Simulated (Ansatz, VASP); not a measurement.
# ZnSe in VASP and in Ansatz

The input INCAR:

```
SYSTEM = ZnSe
PREC     = Accurate       ! precision mode
ENCUT    = 600            ! plane-wave cutoff, eV
EDIFF    = 1E-7           ! SCF threshold, eV
ISMEAR   = -1             ! smearing method
SIGMA    = 0.05           ! smearing width, eV
LREAL    = .FALSE.        ! projectors in reciprocal space
LASPH    = .TRUE.         ! aspherical terms in the spheres
NELM     = 100            ! most SCF steps
ALGO     = Normal         ! electronic algorithm
ISIF     = 3              ! what is computed and relaxed
LWAVE    = .FALSE.        ! write WAVECAR
LCHARG   = .FALSE.        ! write CHGCAR
GGA      = PE             ! functional
IBRION   = 2              ! ionic algorithm
NSW      = 80             ! ionic steps
EDIFFG   = -0.02          ! ionic threshold
```

Contents of KPOINTS:

```
Automatic mesh
0
G
  8 8 8
  0 0 0
```

The input POSCAR:

```
ZnSe
1.0
    0.0000000000      2.8338000000      2.8338000000
    2.8338000000      0.0000000000      2.8338000000
    2.8338000000      2.8338000000      0.0000000000
Se Zn
1 1
Direct
    0.7500000000      0.7500000000      0.7500000000
    0.0000000000      0.0000000000      0.0000000000
```

Contents of input.yaml:

```yaml
crystal:
  lattice:
    - [0.0, 2.8338, 2.8338]
    - [2.8338, 0.0, 2.8338]
    - [2.8338, 2.8338, 0.0]
  atoms:
    - { symbol: Se, position: [0.75, 0.75, 0.75] }
    - { symbol: Zn, position: [0.0, 0.0, 0.0] }
kpoints:
  mp_grid: { grid: [8, 8, 8] }
scf:
  occupations: { method: fermi_dirac, width: 0.05 }
hamiltonian:
  xc: pbe
  pseudopotentials: { kind: all_electron, lapw: { basis_error: 0.001 } }
output:
  forces: true
  stress: true
relax:
  f_tol: 0.02
  max_steps: 60
  cell: {}
```

Alike in both runs: task relaxation of cell and atoms; functional PBE; k mesh 8 × 8 × 8; occupations fermi-dirac, width 0.05 eV; no spin polarisation.

```csv
,VASP,Ansatz
version,VASP 6.6.1,Ansatz 0.2.0
potentials or method,"VASP PAW PBE potentials, release 64 (Se, Zn), cutoff 600 eV","all-electron LAPW, scalar-relativistic"
```

VASP gave:

```
relaxed volume (Å³/atom)                                     : 23.63
relaxed cell length with the largest relative difference (Å) : 4.058
```

What did Ansatz give for the same quantities?

Relaxed volume (Å³/atom): 23.55; relaxed cell length with the largest relative difference (Å): 4.053.

Ansatz ran all-electron here, and VASP with PAW potentials.
